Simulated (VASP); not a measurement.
# PtSe2 in VASP: further runs

PtSe2 is run at these levels: LDA, PBE; tasks: single point.

Everything below comes from runs of VASP 6.6.1. Logs are shortened: lines on timing, memory, paths and dates and some standing lists are left out, and cuts for length are marked.

### Step 1. The cell of the first run

The cell holds a sheet with vacuum, 9 atoms: a = 3.727 Å, b = 3.727 Å, c = 30.780 Å, α = 90.00°, β = 90.00°, γ = 120.00°.

### Step 2. Single point, LDA

The input, INCAR:

```
SYSTEM = PtSe2
PREC = Accurate
ENCUT = 520
EDIFF = 1E-6
ISMEAR = 0
SIGMA = 0.01
LREAL = .False.
LASPH = .True.
NELM = 80
ALGO = Normal
ISIF = 2
LWAVE = .False.
LCHARG = .False.
LDIPOL = .True.
IDIPOL = 3
DIPOL = 0.5 0.5 0.500
GGA = CA
NBANDS = 43
```

The input, KPOINTS:

```
Automatic mesh
0
Gamma
  12 12 1
  0 0 0
```

The input, POSCAR:

```
PtSe2
1.0
    3.7270000000      0.0000000000      0.0000000000
   -1.8635000000      3.2276766799      0.0000000000
    0.0000000000      0.0000000000     30.7800000000
Se Pt
6 3
Direct
    0.6666666667      0.3333333333      0.2923976608
    0.3333333333      0.6666666667      0.3775178687
    0.6666666667      0.3333333333      0.4574398960
    0.3333333333      0.6666666667      0.5425601040
    0.6666666667      0.3333333333      0.6224821313
    0.3333333333      0.6666666667      0.7076023392
    0.0000000000      0.0000000000      0.3349577648
    0.0000000000      0.0000000000      0.5000000000
    0.0000000000      0.0000000000      0.6650422352
```

Potentials or basis: VASP PAW LDA potentials, release 64 (Se, Pt).

On the command line:

```sh
> cat potpaw_LDA.64/Se/POTCAR potpaw_LDA.64/Pt/POTCAR > POTCAR
> mpirun -np 1 vasp_std > vasp.out
```

OUTCAR:

```text
SYSTEM = PtSe2
   PREC = Accurate
   ENCUT = 520
   EDIFF = 1E-6
   ISMEAR = 0
   LREAL = .False.
   LASPH = .True.
   NELM = 80
   ISIF = 2
   GGA = CA

 ion  position               nearest neighbor table
   1  0.667  0.333  0.292-   7 2.52   7 2.52   7 2.52
   2  0.333  0.667  0.378-   7 2.52   7 2.52   7 2.52
   3  0.667  0.333  0.457-   8 2.52   8 2.52   8 2.52
   4  0.333  0.667  0.543-   8 2.52   8 2.52   8 2.52
   5  0.667  0.333  0.622-   9 2.52   9 2.52   9 2.52
   6  0.333  0.667  0.708-   9 2.52   9 2.52   9 2.52
   7  0.000  0.000  0.335-   2 2.52   2 2.52   2 2.52   1 2.52   1 2.52   1 2.52
   8  0.000  0.000  0.500-   3 2.52   4 2.52   4 2.52   3 2.52   3 2.52   4 2.52
   9  0.000  0.000  0.665-   5 2.52   5 2.52   5 2.52   6 2.52   6 2.52   6 2.52

  LATTYP: Found a hexagonal cell.
 ALAT       =     3.7270000000
 C/A-ratio  =     8.2586530722

  Lattice vectors:

 A1 = (   3.7270000000,   0.0000000000,   0.0000000000)
 A2 = (  -1.8635000000,   3.2276766799,   0.0000000000)
 A3 = (   0.0000000000,   0.0000000000,  30.7800000000)

Analysis of symmetry for initial positions (statically):
=====================================================================
 Subroutine PRICEL returns:
 Original cell was already a primitive cell.

 Routine SETGRP: Setting up the symmetry group for a
 hexagonal supercell.

 Subroutine GETGRP returns: Found 12 space group operations
 (whereof 12 operations were pure point group operations)
 out of a pool of 24 trial point group operations.

The static configuration has the point symmetry D_3d.

Analysis of symmetry for dynamics (positions and initial velocities):
=====================================================================
 Subroutine PRICEL returns:
 Original cell was already a primitive cell.

 Routine SETGRP: Setting up the symmetry group for a
 hexagonal supercell.

 Subroutine GETGRP returns: Found 12 space group operations
 (whereof 12 operations were pure point group operations)
 out of a pool of 24 trial point group operations.

The dynamic configuration has the point symmetry D_3d.

 Subroutine INISYM returns: Found 12 space group operations
 (whereof 12 operations are pure point group operations),
 and found     1 'primitive' translations

----------------------------------------------------------------------------------------

                                     Primitive cell

  volume of cell :     370.2696

  direct lattice vectors                    reciprocal lattice vectors
     3.727000000  0.000000000  0.000000000     0.268312316  0.154910188  0.000000000
    -1.863500000  3.227676680  0.000000000     0.000000000  0.309820375  0.000000000
     0.000000000  0.000000000 30.780000000     0.000000000  0.000000000  0.032488629

  length of vectors
     3.727000000  3.727000000 30.780000000     0.309820375  0.309820375  0.032488629

  position of ions in fractional coordinates (direct lattice)
     0.666666667  0.333333333  0.292397661
     0.333333333  0.666666667  0.377517869
     0.666666667  0.333333333  0.457439896
     0.333333333  0.666666667  0.542560104
     0.666666667  0.333333333  0.622482131
     0.333333333  0.666666667  0.707602339
     0.000000000  0.000000000  0.334957765
     0.000000000  0.000000000  0.500000000
     0.000000000  0.000000000  0.665042235

  ion indices of the primitive-cell ions
   primitive index   ion index
                 1           1
                 2           2
                 3           3
                 4           4
                 5           5
                 6           6
                 7           7
                 8           8
                 9           9

----------------------------------------------------------------------------------------

 KPOINTS: Automatic mesh

Automatic generation of k-mesh.
 Grid dimensions read from file:
 generate k-points for:   12   12    1

 Generating k-lattice:

  Cartesian coordinates                     Fractional coordinates (reciprocal lattice)
     0.022359360  0.012909182  0.000000000     0.083333333  0.000000000  0.000000000
     0.000000000  0.025818365  0.000000000     0.000000000  0.083333333  0.000000000
     0.000000000  0.000000000  0.032488629     0.000000000  0.000000000  1.000000000

  Length of vectors
     0.025818365  0.025818365  0.032488629

  Shift w.r.t. Gamma in fractional coordinates (k-lattice)
     0.000000000  0.000000000  0.000000000

 Subroutine IBZKPT returns following result:
 ===========================================

 Found     19 irreducible k-points:

 Following reciprocal coordinates:
            Coordinates               Weight
  0.000000  0.000000  0.000000      1.000000
  0.083333 -0.000000  0.000000      6.000000
  0.166667 -0.000000  0.000000      6.000000
  0.250000  0.000000  0.000000      6.000000
  0.333333  0.000000  0.000000      6.000000
  0.416667  0.000000  0.000000      6.000000
[... 11 lines left out ...]
  0.333333  0.250000  0.000000     12.000000
  0.333333  0.333333  0.000000      2.000000
   k-points           NKPTS =     19   k-points in BZ     NKDIM =     19   number of bands    NBANDS=     43
   number of dos      NEDOS =    301   number of ions     NIONS =      9
   total plane-waves  NPLWV = 188160
   dimension x,y,z NGX =    28 NGY =   28 NGZ =  240
   dimension x,y,z NGXF=    56 NGYF=   56 NGZF=  480
   ions per type =               6   3
   NGX,Y,Z   is equivalent  to a cutoff of  12.49, 12.49, 12.96 a.u.
   NGXF,Y,Z  is equivalent  to a cutoff of  24.98, 24.98, 25.93 a.u.
 SYSTEM =  PtSe2
   PREC   = accura    normal or accurate (medium, high low for compatibility)
   ISTART =      0    job   : 0-new  1-cont  2-samecut
   ICHARG =      2    charge: 1-file 2-atom 10-const
   ISPIN  =      1    spin polarized calculation?
   LNONCOLLINEAR =      F non collinear calculations
   LSORBIT =      F    spin-orbit coupling
   LASPH  =      T    aspherical Exc in radial PAW
   ENCUT  =  520.0 eV  38.22 Ry    6.18 a.u.   6.93  6.93 57.23*2*pi/ulx,y,z
   NELM   =     80;   NELMIN=  2; NELMDL= -5     # of ELM steps
   EDIFF  = 0.1E-05   stopping-criterion for ELM
   LREAL  =      F    real-space projection
   EDIFFG = 0.1E-04   stopping-criterion for IOM
   NSW    =      0    number of steps for IOM
   IBRION =     -1    ionic relax: 0-MD 1-quasi-New 2-CG
   NFREE  =      0    steps in history (QN), initial steepest desc. (CG)
   ISIF   =      2    stress and relaxation
   ISYM   =      2    0-nonsym 1-usesym 2-fastsym
   POTIM  = 0.5000    time-step for ionic-motion
   TEBEG  =    0.0;   TEEND  =   0.0 temperature during run
   PSTRESS=    0.0 pullay stress
   NELECT =      66.0000    total number of electrons
   NUPDOWN=      -1.0000    fix difference up-down
   EMIN   =  10.00;   EMAX   =-10.00  energy-range for DOS
   EFERMI =   0.00;   METHOD = LEGACY
   ISMEAR =     0;   SIGMA  =   0.01  broadening in eV -4-tet -1-fermi 0-gaus
   EFERMI_NEDOS =   21; number of points for ismear=-14 and -15
   IALGO  =     38    algorithm
   IMIX   =      4    mixing-type and parameters
     AMIX     =   0.40;   BMIX     =  1.00
     AMIX_MAG =   1.60;   BMIX_MAG =  1.00
  volume/ion in A,a.u.               =      41.14       277.63
  Fermi-wavevector in a.u.,A,eV,Ry     =   0.921333  1.741068 11.549376  0.848855
  Thomas-Fermi vector in A             =   2.046738
   LORBIT       =      0    0 simple, 1 ext, 2 COOP (PROOUT), +10 PAW based schemes
   GGA     = CA    functional components
   LHFCALC =     F    Hartree Fock is set to
   AEXX    =    0.0000 exact exchange contribution
   IVDW    =     0    specifies the selected vdW correction
   LEPSILON=     F    determine dielectric tensor
   LRPA    =     F    only Hartree local field effects (RPA)
 non-spin polarized calculation
 Gauss-broadening in eV      SIGMA  =   0.01
  energy-cutoff  :      520.00
  volume of cell :      370.27
 maximum number of plane-waves:     10001
 NGX is ok and might be reduce to    28
   NGX = 13   NGY = 13   NGZ =115

 number of electron      65.9999992 magnetization

 dipolmoment           0.000000      0.000000      0.000000 electrons x Angstroem

 Free energy of the ion-electron system (eV)
  ---------------------------------------------------
  ext. energy  EPLUGINS =         0.00000000
  ---------------------------------------------------
  free energy    TOTEN  =       -50.85539500 eV

  energy without entropy =      -50.85494429  energy(sigma->0) =      -50.85516964

 E-fermi :   0.6572     XC(G=0):  -5.8480

 val. band max:        0.6551475234   @ k =   0.0833  -0.0000   0.0000
 cond. band min:       0.6592585049   @ k =   0.2500   0.0000   0.0000
 fundamental gap:      0.0041109815
 Fermi energy:         0.6572030142

 k-point     1 :       0.0000    0.0000    0.0000
  band No.  band energies     occupation
      1     -14.8127      2.00000
      2     -14.5270      2.00000
      3     -14.2776      2.00000
      4     -13.1289      2.00000
      5     -12.6409      2.00000
      6     -12.3072      2.00000
[... 35 lines left out ...]
     42       4.6817      0.00000
     43       4.8564      0.00000

 k-point     2 :       0.0833   -0.0000    0.0000
  band No.  band energies     occupation
      1     -14.7375      2.00000
      2     -14.4543      2.00000
      3     -14.2050      2.00000
      4     -13.1147      2.00000
      5     -12.6439      2.00000
      6     -12.3292      2.00000
[... 35 lines left out ...]
     42       5.0026      0.00000
     43       5.3297      0.00000

 k-point     3 :       0.1667   -0.0000    0.0000
  band No.  band energies     occupation
      1     -14.5203      2.00000
      2     -14.2454      2.00000
      3     -13.9975      2.00000
      4     -13.0755      2.00000
      5     -12.6542      2.00000
      6     -12.3916      2.00000
[... 689 lines left out ...]
      6     -12.7370      2.00000
[... 35 lines left out ...]
     42       6.2023      0.00000
     43       7.2010      0.00000

 k-point    19 :       0.3333    0.3333    0.0000
  band No.  band energies     occupation
      1     -12.9451      2.00000
      2     -12.9451      2.00000
      3     -12.9067      2.00000
      4     -12.9067      2.00000
      5     -12.7147      2.00000
      6     -12.7147      2.00000
[... 35 lines left out ...]
     42       6.6097      0.00000
     43       7.6797      0.00000

------------------------ aborting loop because EDIFF is reached ----------------------------------------

 vacuum level on the upper side and lower side of the slab       (xc-potential included)        -0.107        -0.107

  FORCE on cell =-STRESS in cart. coord.  units (eV):
  Direction    XX          YY          ZZ          XY          YZ          ZX
  --------------------------------------------------------------------------------------
  -------------------------------------------------------------------------------------
  Total       -4.0974453     -4.0974453     -4.7053934     -0.0000000      0.0000000     -0.0000000
  in kB      -17.7298765    -17.7298765    -20.3605023     -0.0000000      0.0000000     -0.0000000
  external PRESSURE =     -18.6067518 kB  Pullay stress =       0.0000000 kB

 VOLUME and BASIS-vectors are now :
 -----------------------------------------------------------------------------
  energy-cutoff  :      520.00
  volume of cell :      370.27
      direct lattice vectors                 reciprocal lattice vectors
     3.727000000  0.000000000  0.000000000     0.268312316  0.154910188  0.000000000
    -1.863500000  3.227676680  0.000000000     0.000000000  0.309820375  0.000000000
     0.000000000  0.000000000 30.780000000     0.000000000  0.000000000  0.032488629

 POSITION                                       TOTAL-FORCE (eV/Angst)
 -----------------------------------------------------------------------------------
      1.86350      1.07589      9.00000         0.000000     -0.000000      0.415452
     -0.00000      2.15178     11.62000         0.000000     -0.000000     -0.474155
      1.86350      1.07589     14.08000        -0.000000      0.000000      0.348295
     -0.00000      2.15178     16.70000         0.000000     -0.000000     -0.348295
      1.86350      1.07589     19.16000        -0.000000      0.000000      0.474155
     -0.00000      2.15178     21.78000         0.000000      0.000000     -0.415452
      0.00000      0.00000     10.31000        -0.000000      0.000000      0.198375
      0.00000      0.00000     15.39000         0.000000      0.000000     -0.000000
      0.00000      0.00000     20.47000         0.000000      0.000000     -0.198375
 -----------------------------------------------------------------------------------
    total drift:                                0.000000      0.000000      0.000000

  FREE ENERGIE OF THE ION-ELECTRON SYSTEM (eV)
  ---------------------------------------------------
  free  energy   TOTEN  =       -50.8553949979 eV

  energy  without entropy=      -50.8549442905  energy(sigma->0) =      -50.85516964

 vacuum level on the upper side and lower side of the slab         5.495         5.495
```

Run time: 10 min. Hardware: 1 thread of Intel Xeon Platinum 8259CL at 2.50GHz (Skylake/Cascade Lake), shared host; peak memory 0.5 GiB.

Results:

| Quantity | Value |
| --- | --- |
| Free energy | -50.8554 eV |
| Largest force | 0.474 eV/Å |
| Band gap on the k mesh | 0.00 eV, indirect (least direct gap 0.66 eV) |

Forces in eV/Å, atoms in the order of the input:
```
Se   0.000  0.000  0.415
Se   0.000  0.000 -0.474
Se   0.000  0.000  0.348
Se   0.000  0.000 -0.348
Se   0.000  0.000  0.474
Se   0.000  0.000 -0.415
Pt   0.000  0.000  0.198
Pt   0.000  0.000  0.000
Pt   0.000  0.000 -0.198
```

Levels at points of the mesh, in eV from the valence-band top:
```csv
k point,band 29,band 30,band 31,band 32,band 33,band 34,band 35,band 36,band 37,band 38
"(0.00, 0.00, 0.00)",-1.13,-1.08,-0.98,-0.98,-0.06,1.47,1.47,1.86,1.86,2.12
"(0.50, 0.00, 0.00)",-2.92,-2.88,-2.68,-2.32,-1.63,0.77,1.03,1.34,1.52,1.61
```

Caveat: spin-orbit coupling is left out, which moves the levels of the heavy elements.

### Step 3. Single point, PBE

The input, INCAR:

```
ALGO = Normal
DIPOL = 0.5 0.5 0.500
EDIFF = 1E-6
ENCUT = 520
GGA = PE
IDIPOL = 3
ISIF = 2
ISMEAR = 0
LASPH = T
LCHARG = F
LDIPOL = T
LREAL = F
LWAVE = F
NBANDS = 43
NELM = 60
PREC = Accurate
SIGMA = 0.01
```

The input, KPOINTS:

```
k-points
0
Gamma
  12 12 1
```

POSCAR is that of step 2.

Potentials or basis: VASP PAW PBE potentials, release 64 (Se, Pt).

On the command line:

```sh
> cat potpaw_PBE.64/Se/POTCAR potpaw_PBE.64/Pt/POTCAR > POTCAR
> mpirun -np 1 vasp_std > vasp.out
```

Wall time 8.6 min (1 thread of Intel Xeon Platinum 8259CL at 2.50GHz (Skylake/Cascade Lake), shared host); peak memory 0.58 GiB.

The run converged. Its results:

| Property | Result |
| --- | --- |
| Free energy | -42.7187 eV |
| Largest force | 0.233 eV/Å |
| Band gap on the k mesh | 0.06 eV, indirect (least direct gap 0.71 eV) |

Forces on the atoms (eV/Å):
```
Se   0.000  0.000 -0.233
Se   0.000  0.000 -0.137
Se   0.000  0.000  0.016
Se   0.000  0.000 -0.016
Se   0.000  0.000  0.137
Se   0.000  0.000  0.233
Pt   0.000  0.000  0.153
Pt   0.000  0.000  0.000
Pt   0.000  0.000 -0.153
```

Levels at points of the mesh, in eV from the valence-band top:
```csv
k point,band 31,band 32,band 33,band 34,band 35,band 36
"(0.00, 0.00, 0.00)",-0.99,-0.99,-0.05,1.48,1.48,1.87
"(0.50, 0.00, 0.00)",-2.69,-2.32,-1.64,0.81,1.06,1.37
```

Caveat: spin-orbit coupling is left out, which moves the levels of the heavy elements.
